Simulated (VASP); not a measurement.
Wanted: the native input for a VASP 6.6.1 run.

| Property | Result |
| --- | --- |
| Task | relaxation of cell and atoms |
| Functional | LDA |
| Potentials or basis | VASP PAW LDA potentials, release 64 (Ni, Si) |
| Cutoff | 600 eV |
| k mesh | 9 × 9 × 9 |
| Occupations | fermi-dirac, width 0.05 eV |
| Spin | collinear spin, ferromagnetic start |
| Starting moments | [1.0, 0.0, 0.0] μB |
| Dipole correction | no |
| Further INCAR settings | ALGO = Normal; EDIFF = 1e-06; IBRION = 2; EDIFFG = -0.01; NSW = 60; ISIF = 3 |

The structure of Si2Ni lies in POSCAR:

```
Si2Ni
1.0
    0.0000000000      2.7030000000      2.7030000000
    2.7030000000      0.0000000000      2.7030000000
    2.7030000000      2.7030000000      0.0000000000
Ni Si
1 2
Direct
    0.0000000000      0.0000000000      0.0000000000
    0.7500000000      0.7500000000      0.7500000000
    0.2500000000      0.2500000000      0.2500000000
```

One way to write it, as run:

INCAR

```
PREC = Accurate ; ENCUT = 600
EDIFF = 1E-6 ; ISMEAR = -1
SIGMA = 0.05 ; LREAL = F
LASPH = T ; NELM = 150
ALGO = Normal ; ISIF = 3
LWAVE = F ; LCHARG = F
ISPIN = 2 ; MAGMOM = 1 0 0
LORBIT = 11 ; LMAXMIX = 4
GGA = CA ; IBRION = 2
NSW = 60 ; EDIFFG = -0.01
```

KPOINTS

```
regular mesh
0
Gamma
  9 9 9
```

Potentials or basis: VASP PAW LDA potentials, release 64 (Ni, Si).

The run is started by

```sh
$ cat potpaw_LDA.64/Ni/POTCAR potpaw_LDA.64/Si/POTCAR > POTCAR
$ mpirun -np 1 vasp_std > vasp.out
```

Results of the run:

* Relaxed volume: 12.80 Å³/atom
* Relaxed cell: a = 3.787 Å, b = 3.787 Å, c = 3.787 Å, α = 60.00°, β = 60.00°, γ = 60.00°
* Space group after relaxing (to 0.05 Å): Fm-3m (No. 225)
* Energy gained by relaxing: 4.6 meV/atom
* Ionic steps: 3
* Pressure after relaxing: 0.1 GPa
* Band gap on the k mesh: zero (filled and empty bands overlap)
* Net moment: 0.00 μB per cell
* Valence electrons inside the program's atomic spheres: Ni 9.91; Si 1.62

Wall time 3.5 min on 1 thread of AMD EPYC 7R13, with other jobs on the host, peak memory 0.16 GiB.
